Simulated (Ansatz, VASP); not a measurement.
**One calculation of GaC, two programs**

```
Ga C
1.0
     3.22228    0.00000    0.00000
    -1.61114    2.79058    0.00000
     0.00000    0.00000    5.58290
Ga C
2 2
Direct
  0.33333 0.66667 0.01344
  0.66667 0.33333 0.51344
  0.33333 0.66667 0.36866
  0.66667 0.33333 0.86866
```

Alike in both runs: functional r2SCAN; k mesh 6 × 6 × 4; occupations gaussian, width 0.1 eV; no spin polarisation.

Ansatz relaxed the structure, and its values are those at the end. VASP's run is a single point on that final structure, the one shown.

|  | VASP | Ansatz |
| --- | --- | --- |
| version | VASP 6.6.1 | Ansatz 0.2.0 |
| potentials or method | VASP PAW PBE potentials, release 64 (Ga_d, C), cutoff 520 eV | scalar-relativistic, plane waves, PAW |
| valence electrons in the cell | 34 | 34 |

|  | VASP | Ansatz | Ansatz less VASP |
| --- | --- | --- | --- |
| gap on the k mesh at the Fermi level (eV) | none | none | - |
| pressure (GPa) | 0.7 | 0.1 | -0.55 |
| rms of the force components (eV/Å) | 0.010 | 0.017 | +0.0071 |

VASP's potentials were made for PBE, not for r2SCAN. A gap of «none» marks a metal or a gap that the smearing closes.

The k mesh is coarse, so the values compare programs but aren't converged.
